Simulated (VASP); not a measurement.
Runs of VASP 6.6.1 on MgSi. The structure is that of space group Cmcm (No. 63), or close to it. The cells are those of the table. 

```csv
task,cell,k mesh,cutoff (eV),gap on the mesh (eV),pressure (GPa),relaxed volume (Å³/atom),largest force (eV/Å)
single point,"a = 5.318, b = 5.318, c = 3.653 Å, angles 90.0, 90.0, 134.2°, 4 atoms",6 × 6 × 6,520,none,(a),-,0.02
relaxation of cell and atoms,"relaxed from a = 5.295, b = 5.295, c = 3.537 Å, angles 90.0, 90.0, 134.5°, 4 atoms",6 × 6 × 6,600,none,0.0,18.50,0.03
single point,"a = 5.410, b = 5.410, c = 3.642 Å, angles 90.0, 90.0, 136.2°, 4 atoms",12 × 12 × 12,520,none,0.0,-,(b)
relaxation of cell and atoms,"relaxed from a = 5.318, b = 5.318, c = 3.653 Å, angles 90.0, 90.0, 134.2°, 4 atoms",12 × 12 × 12,600,none,0.0,18.42,-
```

Alike in all rows: level PBEsol; potentials or basis VASP PAW PBE potentials, release 64 (Mg, Si); no spin polarisation; smearing gaussian 0.1 eV.

**Question.** Fill in the values left out.

**Answer.** (a) -0.1; (b) 0.01.

Caveats: the PAW data sets were made with another functional, which shifts forces and pressure a little; the relaxation stopped at a loose force limit of 0.05 eV/Å, so its end isn't a converged minimum (some runs).

A gap of «none» marks levels without a gap at the run's occupations.
